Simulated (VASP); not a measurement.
Write the native input for VASP 6.6.1 that does the following.

| Property | Result |
| --- | --- |
| Task | single point |
| Functional | PBE |
| Dispersion | D3(BJ) |
| Potentials or basis | VASP PAW PBE potentials, release 64 (Al, O) |
| Cutoff | 520 eV |
| k mesh | 9 × 9 × 4 |
| Occupations | gaussian, width 0.05 eV |
| Spin | no spin polarisation |
| Dipole correction | no |
| Further INCAR settings | ALGO = Normal; EDIFF = 1e-06; NBANDS = 20 |

The structure of Al2O3 lies in POSCAR:

```
Al2O3
1.0
    2.9172793866      0.0000000000      0.0000000000
   -1.4586396933      2.5264380587      0.0000000000
    0.0000000000      0.0000000000      7.4236882398
Al O
2 3
Direct
    0.0000000000      0.0000000000      0.1907358529
    0.0000000000      0.0000000000      0.8092641471
    0.3333333333      0.6666666667      0.2909453217
    0.6666666667      0.3333333333      0.0000000000
    0.3333333333      0.6666666667      0.7090546783
```

This cell differs from its parent crystal: atoms shifted along a free coordinate.

One way to write it, as run:

INCAR

```
SYSTEM = Al2O3
  PREC = Accurate
  ENCUT = 520
  EDIFF = 1E-6
  ISMEAR = 0
  SIGMA = 0.05
  LREAL = .False.
  LASPH = .True.
  NELM = 60
  ALGO = Normal
  ISIF = 2
  LWAVE = .False.
  LCHARG = .False.
  GGA = PE
  IVDW = 12
  NBANDS = 20
```

KPOINTS

```
Automatic mesh
0
Gamma
  9 9 4
  0 0 0
```

Potentials or basis: VASP PAW PBE potentials, release 64 (Al, O).

The run is started by

```sh
$ cat potpaw_PBE.64/Al/POTCAR potpaw_PBE.64/O/POTCAR > POTCAR
$ mpirun -np 1 vasp_std > vasp.out
```

Results of the run:

| Item | Value |
| --- | --- |
| Pressure | -11.6 GPa |
| Largest force | 1.416 eV/Å |
| Band gap on the k mesh | 3.88 eV (least direct gap 3.95 eV) |
| Dispersion energy per atom | -0.184 eV |

Caveat: the cell differs from its parent crystal (atoms shifted along a free coordinate); the cell stands under tension; an odd mesh through Γ misses points on the zone boundary, where band edges can lie; forces of over 1 eV/Å act on the atoms, so gaps and moduli don't describe the material at rest.

Wall time 64 s on 1 thread of Intel Xeon 8259CL, on a shared host, peak memory 0.2 GiB.
